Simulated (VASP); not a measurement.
Set up this calculation in VASP 6.6.1, as the native input.

| Property | Result |
| --- | --- |
| Task | single point |
| Functional | PBE |
| Dispersion | D3(BJ) |
| Potentials or basis | VASP PAW PBE potentials, release 64 (In_d, Se) |
| Cutoff | 520 eV |
| k mesh | 6 × 6 × 1 |
| Occupations | gaussian, width 0.03 eV |
| Spin | no spin polarisation |
| Dipole correction | no |
| Further INCAR settings | LREAL = Auto; ALGO = Normal; EDIFF = 1e-06; NBANDS = 90 |

The structure of InSe lies in POSCAR:

```
InSe
1.0
    4.0317714842      0.0000000000      0.0000000000
   -2.0158857421      3.4916165276      0.0000000000
    0.0000000000      0.0000000000     33.5247433087
In Se
8 8
Direct
    0.3333333333      0.6666666667      0.0833290973
    0.3333333333      0.6666666667      0.5833290973
    0.6666666667      0.3333333333      0.3333290973
    0.6666666667      0.3333333333      0.8333290973
    0.3333333333      0.6666666667      0.1666709027
    0.3333333333      0.6666666667      0.6666709027
    0.6666666667      0.3333333333      0.4166709027
    0.6666666667      0.3333333333      0.9166709027
    0.3333333333      0.6666666667      0.2949355668
    0.3333333333      0.6666666667      0.7949355668
    0.6666666667      0.3333333333      0.0449355668
    0.6666666667      0.3333333333      0.5449355668
    0.3333333333      0.6666666667      0.4550644332
    0.3333333333      0.6666666667      0.9550644332
    0.6666666667      0.3333333333      0.2050644332
    0.6666666667      0.3333333333      0.7050644332
```

The input as run:

INCAR

```
SYSTEM = InSe
PREC = Accurate
ENCUT = 520
EDIFF = 1E-6
ISMEAR = 0
SIGMA = 0.03
LREAL = Auto
LASPH = .TRUE.
NELM = 60
ALGO = Normal
ISIF = 2
LWAVE = .FALSE.
LCHARG = .TRUE.
GGA = PE
IVDW = 12
LELF = .TRUE.
LVHAR = .TRUE.
NBANDS = 90
```

KPOINTS

```
Automatic mesh
0
G
  6 6 1
  0 0 0
```

Potentials or basis: VASP PAW PBE potentials, release 64 (In_d, Se).

The run is started by

```console
$ cat potpaw_PBE.64/In_d/POTCAR potpaw_PBE.64/Se/POTCAR > POTCAR
$ mpirun -np 1 vasp_std > vasp.out
```

It gave:

```
Pressure                   : 0.0 GPa
Largest force              : 0.012 eV/Å
Band gap on the k mesh     : 0.36 eV
Dispersion energy per atom : -0.297 eV
```

Caveat: spin-orbit coupling is left out, which moves the levels of the heavy elements.

Wall time 6.9 min on 1 thread of Intel(R) Xeon(R) Platinum 8259CL CPU @ 2.50GHz (Skylake/Cascade Lake) (shared host), peak memory 0.58 GiB.
